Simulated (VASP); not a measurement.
# Rb (Im-3m) in VASP: single point with r2SCAN

Aim: the single point of Rb with r2SCAN.

All numbers are computed with VASP 6.6.1; they aren't measurements. Logs are shortened: lines on timing, memory, paths and dates and some standing lists are left out, and cuts for length are marked.

## Step 1: The cell of the first run

The structure is cubic, space group Im-3m (No. 229). The conventional cell has a = 4.494 Å, b = 4.494 Å, c = 4.494 Å, α = 90.00°, β = 90.00°, γ = 90.00°. Rb (site symmetry m-3m) has 14 Rb at 3.89 to 4.49 Å within 5.1 Å.

## Step 2: Single point, r2SCAN

POSCAR reads:

```
Rb
1.0
   -2.2467780000      2.2467780000      2.2467780000
    2.2467780000     -2.2467780000      2.2467780000
    2.2467780000      2.2467780000     -2.2467780000
Rb
1
Direct
    0.0000000000      0.0000000000      0.0000000000
```

INCAR.step1 reads:

```
SYSTEM = Rb
PREC     = Accurate       ! precision mode
ENCUT    = 520            ! plane-wave cutoff, eV
ISMEAR   = 1              ! smearing method
SIGMA    = 0.0459         ! smearing width, eV
LREAL    = .FALSE.        ! projectors in reciprocal space
LASPH    = .TRUE.         ! aspherical terms in the spheres
NELM     = 60             ! most SCF steps
NBANDS   = 10             ! bands
GGA      = PE             ! functional
ALGO     = Normal         ! electronic algorithm
EDIFF    = 1E-4           ! SCF threshold, eV
LWAVE    = .TRUE.         ! write WAVECAR
LCHARG   = .FALSE.        ! write CHGCAR
```

INCAR.step2 reads:

```
SYSTEM = Rb
PREC     = Accurate       ! precision mode
ENCUT    = 520            ! plane-wave cutoff, eV
EDIFF    = 1E-6           ! SCF threshold, eV
ISMEAR   = 1              ! smearing method
SIGMA    = 0.0459         ! smearing width, eV
LREAL    = .FALSE.        ! projectors in reciprocal space
LASPH    = .TRUE.         ! aspherical terms in the spheres
NELM     = 60             ! most SCF steps
ALGO     = Normal         ! electronic algorithm
ISIF     = 2              ! what is computed and relaxed
LWAVE    = .FALSE.        ! write WAVECAR
LCHARG   = .FALSE.        ! write CHGCAR
METAGGA  = R2SCAN         ! meta-GGA
LMIXTAU  = .TRUE.       
NBANDS   = 10             ! bands
ISTART   = 1
```

KPOINTS reads:

```
Automatic mesh
0
G
  11 11 11
  0 0 0
```

Potentials or basis: VASP PAW PBE potentials, release 64 (Rb_sv).

Run with:

```
cat potpaw_PBE.64/Rb_sv/POTCAR > POTCAR
cp INCAR.step1 INCAR
mpirun -np 1 vasp_std > vasp.out
cp INCAR.step2 INCAR
mpirun -np 1 vasp_std > vasp.out
```

OUTCAR:

```text
SYSTEM = Rb
   PREC = Accurate
   ENCUT = 520
   EDIFF = 1E-6
   ISMEAR = 1
   LREAL = .FALSE.
   LASPH = .TRUE.
   NELM = 60
   ISIF = 2
   METAGGA = R2SCAN
   ISTART = 1

 ion  position               nearest neighbor table
   1  0.000  0.000  0.000-

  LATTYP: Found a body centered cubic cell.
 ALAT       =     4.4935560000

  Lattice vectors:

 A1 = (  -2.2467780000,   2.2467780000,   2.2467780000)
 A2 = (   2.2467780000,  -2.2467780000,   2.2467780000)
 A3 = (   2.2467780000,   2.2467780000,  -2.2467780000)

Analysis of symmetry for initial positions (statically):
=====================================================================
 Subroutine PRICEL returns:
 Original cell was already a primitive cell.

 Routine SETGRP: Setting up the symmetry group for a
 body centered cubic supercell.

 Subroutine GETGRP returns: Found 48 space group operations
 (whereof 48 operations were pure point group operations)
 out of a pool of 48 trial point group operations.

The static configuration has the point symmetry O_h .

Analysis of symmetry for dynamics (positions and initial velocities):
=====================================================================
 Subroutine PRICEL returns:
 Original cell was already a primitive cell.

 Routine SETGRP: Setting up the symmetry group for a
 body centered cubic supercell.

 Subroutine GETGRP returns: Found 48 space group operations
 (whereof 48 operations were pure point group operations)
 out of a pool of 48 trial point group operations.

The dynamic configuration has the point symmetry O_h .

 Subroutine INISYM returns: Found 48 space group operations
 (whereof 48 operations are pure point group operations),
 and found     1 'primitive' translations

----------------------------------------------------------------------------------------

                                     Primitive cell

  volume of cell :      45.3670

  direct lattice vectors                    reciprocal lattice vectors
    -2.246778000  2.246778000  2.246778000     0.000000000  0.222540901  0.222540901
     2.246778000 -2.246778000  2.246778000     0.222540901  0.000000000  0.222540901
     2.246778000  2.246778000 -2.246778000     0.222540901  0.222540901  0.000000000

  length of vectors
     3.891533649  3.891533649  3.891533649     0.314720360  0.314720360  0.314720360

  position of ions in fractional coordinates (direct lattice)
     0.000000000  0.000000000  0.000000000

  ion indices of the primitive-cell ions
   primitive index   ion index
                 1           1

----------------------------------------------------------------------------------------

 KPOINTS: Automatic mesh

Automatic generation of k-mesh.
 Grid dimensions read from file:
 generate k-points for:   11   11   11

 Generating k-lattice:

  Cartesian coordinates                     Fractional coordinates (reciprocal lattice)
     0.000000000  0.020230991  0.020230991     0.090909091  0.000000000  0.000000000
     0.020230991  0.000000000  0.020230991     0.000000000  0.090909091  0.000000000
     0.020230991  0.020230991  0.000000000     0.000000000  0.000000000  0.090909091

  Length of vectors
     0.028610942  0.028610942  0.028610942

  Shift w.r.t. Gamma in fractional coordinates (k-lattice)
     0.000000000  0.000000000  0.000000000

 Subroutine IBZKPT returns following result:
 ===========================================

 Found     56 irreducible k-points:

 Following reciprocal coordinates:
            Coordinates               Weight
  0.000000  0.000000  0.000000      1.000000
  0.090909  0.000000  0.000000     12.000000
  0.181818  0.000000  0.000000     12.000000
  0.272727  0.000000  0.000000     12.000000
  0.363636  0.000000  0.000000     12.000000
  0.454545  0.000000  0.000000     12.000000
[... 16 lines left out ...]
  0.272727  0.181818  0.090909     48.000000
  0.363636  0.181818  0.090909     24.000000
 [... further k-points ...]
   k-points           NKPTS =     56   k-points in BZ     NKDIM =     56   number of bands    NBANDS=     10
   number of dos      NEDOS =    301   number of ions     NIONS =      1
   total plane-waves  NPLWV =  27000
   dimension x,y,z NGX =    30 NGY =   30 NGZ =   30
   dimension x,y,z NGXF=    60 NGYF=   60 NGZF=   60
   ions per type =               1
   NGX,Y,Z   is equivalent  to a cutoff of  12.82, 12.82, 12.82 a.u.
   NGXF,Y,Z  is equivalent  to a cutoff of  25.63, 25.63, 25.63 a.u.
 SYSTEM =  Rb
   PREC   = accura    normal or accurate (medium, high low for compatibility)
   ISTART =      1    job   : 0-new  1-cont  2-samecut
   ICHARG =      0    charge: 1-file 2-atom 10-const
   ISPIN  =      1    spin polarized calculation?
   LNONCOLLINEAR =      F non collinear calculations
   LSORBIT =      F    spin-orbit coupling
   LASPH  =      T    aspherical Exc in radial PAW
   ENCUT  =  520.0 eV  38.22 Ry    6.18 a.u.   7.24  7.24  7.24*2*pi/ulx,y,z
   NELM   =     60;   NELMIN=  2; NELMDL=  0     # of ELM steps
   EDIFF  = 0.1E-05   stopping-criterion for ELM
   LREAL  =      F    real-space projection
   EDIFFG = 0.1E-04   stopping-criterion for IOM
   NSW    =      0    number of steps for IOM
   IBRION =     -1    ionic relax: 0-MD 1-quasi-New 2-CG
   NFREE  =      0    steps in history (QN), initial steepest desc. (CG)
   ISIF   =      2    stress and relaxation
   ISYM   =      2    0-nonsym 1-usesym 2-fastsym
   POTIM  = 0.5000    time-step for ionic-motion
   TEBEG  =    0.0;   TEEND  =   0.0 temperature during run
   PSTRESS=    0.0 pullay stress
   NELECT =       9.0000    total number of electrons
   NUPDOWN=      -1.0000    fix difference up-down
   EMIN   =  10.00;   EMAX   =-10.00  energy-range for DOS
   EFERMI =   0.00;   METHOD = LEGACY
   ISMEAR =     1;   SIGMA  =   0.05  broadening in eV -4-tet -1-fermi 0-gaus
   EFERMI_NEDOS =   21; number of points for ismear=-14 and -15
   IALGO  =     38    algorithm
   IMIX   =      4    mixing-type and parameters
     AMIX     =   0.40;   BMIX     =  1.00
     AMIX_MAG =   1.60;   BMIX_MAG =  1.00
  volume/ion in A,a.u.               =      45.37       306.15
  Fermi-wavevector in a.u.,A,eV,Ry     =   0.954792  1.804296 12.403453  0.911628
  Thomas-Fermi vector in A             =   2.083571
   LORBIT       =      0    0 simple, 1 ext, 2 COOP (PROOUT), +10 PAW based schemes
   METAGGA = R2SCAN    functional components
   LHFCALC =     F    Hartree Fock is set to
   AEXX    =    0.0000 exact exchange contribution
   IVDW    =     0    specifies the selected vdW correction
   LEPSILON=     F    determine dielectric tensor
   LRPA    =     F    only Hartree local field effects (RPA)
 non-spin polarized calculation
 Methfessel and Paxton  Order N= 1 SIGMA  =   0.05
  energy-cutoff  :      520.00
  volume of cell :       45.37
 maximum number of plane-waves:      1248
 NGX is ok and might be reduce to    30
   NGX = 15   NGY = 15   NGZ = 15

 number of electron       9.0000000 magnetization

 Free energy of the ion-electron system (eV)
  ---------------------------------------------------
  ext. energy  EPLUGINS =         0.00000000
  ---------------------------------------------------
  free energy    TOTEN  =       -13.28626907 eV

  energy without entropy =      -13.28644897  energy(sigma->0) =      -13.28632904

 E-fermi :   2.4643     XC(G=0):  -7.8362

 val. band max:        2.4149467054   @ k =   0.4545   0.0909   0.0000
 cond. band min:       2.4980380135   @ k =  -0.3636   0.4545   0.0909
 fundamental gap:      0.0830913081
 Fermi energy:         2.4643033735

 k-point     1 :       0.0000    0.0000    0.0000
  band No.  band energies     occupation
      1     -27.7730      2.00000
      2     -10.9635      2.00000
      3     -10.9635      2.00000
      4     -10.9635      2.00000
      5      -0.5469      2.00000
      6       6.8855      0.00000
      7       6.8855      0.00000
      8       6.8855      0.00000
      9       8.4898      0.00000
     10       8.4898      0.00000

 k-point     2 :       0.0909    0.0000    0.0000
  band No.  band energies     occupation
      1     -27.7657      2.00000
      2     -11.0366      2.00000
      3     -10.9829      2.00000
      4     -10.9647      2.00000
      5      -0.3384      2.00000
      6       6.6445      0.00000
      7       6.6679      0.00000
      8       7.0926      0.00000
      9       8.1311      0.00000
     10       8.4271      0.00000

 k-point     3 :       0.1818    0.0000    0.0000
  band No.  band energies     occupation
      1     -27.7461      2.00000
      2     -11.2249      2.00000
      3     -11.0344      2.00000
      4     -10.9680      2.00000
      5       0.2352      2.00000
      6       5.8844      0.00000
      7       6.1275      0.00000
      8       7.7024      0.00000
      9       8.0815      0.00000
     10       8.3586      0.00000

 k-point     4 :       0.2727    0.0000    0.0000
  band No.  band energies     occupation
      1     -27.7203      2.00000
      2     -11.4561      2.00000
      3     -11.1006      2.00000
      4     -10.9724      2.00000
      5       1.0260      2.00000
      6       5.0387      0.00000
      7       5.6094      0.00000
      8       8.3990      0.00000
      9       8.4526      0.00000
     10       8.6817      0.00000
[... 222 lines left out ...]
 k-point    22 :       0.1818    0.1818    0.0909
  band No.  band energies     occupation
      1     -27.6944      2.00000
      2     -11.5993      2.00000
      3     -11.1696      2.00000
      4     -11.0752      2.00000
      5       2.1637      2.00000
      6       4.4607      0.00000
      7       4.7300      0.00000
      8       8.8333      0.00000
      9       9.3425      0.00000
     10      10.0784      0.00000

 k-point    23 :       0.2727    0.1818    0.0909
  band No.  band energies     occupation
      1     -27.6803      2.00000
      2     -11.6373      2.00000
      3     -11.2759      2.00000
      4     -11.0971      2.00000
      5       2.9047     -0.00000
      6       4.1861      0.00000
      7       4.5250      0.00000
      8       9.0556      0.00000
      9       9.5714      0.00000
     10      10.3804      0.00000

 k-point    24 :       0.3636    0.1818    0.0909
  band No.  band energies     occupation
      1     -27.6751      2.00000
      2     -11.6404      2.00000
      3     -11.3279      2.00000
      4     -11.1037      2.00000
      5       3.1934     -0.00000
      6       4.1766      0.00000
      7       4.4281      0.00000
      8       9.0119      0.00000
      9       9.7256      0.00000
     10      10.3308      0.00000

 [... further k-points ...]
[... 5 lines left out ...]
  --------------------------------------------------------------------------------------
  -------------------------------------------------------------------------------------
  Total        2.0015819      2.0015819      2.0015819      0.0000000     -0.0000000     -0.0000000
  in kB       70.6876376     70.6876376     70.6876376      0.0000000     -0.0000000     -0.0000000
  external PRESSURE =      70.6876376 kB  Pullay stress =       0.0000000 kB

 VOLUME and BASIS-vectors are now :
 -----------------------------------------------------------------------------
  energy-cutoff  :      520.00
  volume of cell :       45.37
      direct lattice vectors                 reciprocal lattice vectors
    -2.246778000  2.246778000  2.246778000     0.000000000  0.222540901  0.222540901
     2.246778000 -2.246778000  2.246778000     0.222540901  0.000000000  0.222540901
     2.246778000  2.246778000 -2.246778000     0.222540901  0.222540901  0.000000000

 POSITION                                       TOTAL-FORCE (eV/Angst)
 -----------------------------------------------------------------------------------
      0.00000      0.00000      0.00000         0.000000     -0.000000     -0.000000
 -----------------------------------------------------------------------------------
    total drift:                               -0.000000     -0.000000      0.000000

  FREE ENERGIE OF THE ION-ELECTRON SYSTEM (eV)
  ---------------------------------------------------
  free  energy   TOTEN  =       -13.2862690740 eV

  energy  without entropy=      -13.2864489725  energy(sigma->0) =      -13.28632904
```

Run time: 2.2 min. Hardware: 1 thread of Intel Xeon 8259CL, shared host; peak memory 0.18 GiB.

Results:

| Item | Value |
| --- | --- |
| Free energy | -13.2863 eV |
| Pressure | 7.1 GPa |
| Band gap on the k mesh | zero (an odd number of electrons rules out a gap without spin polarisation) |

Caveat: the cell stands under pressure; the PAW data sets were made with another functional, which shifts forces and pressure a little.
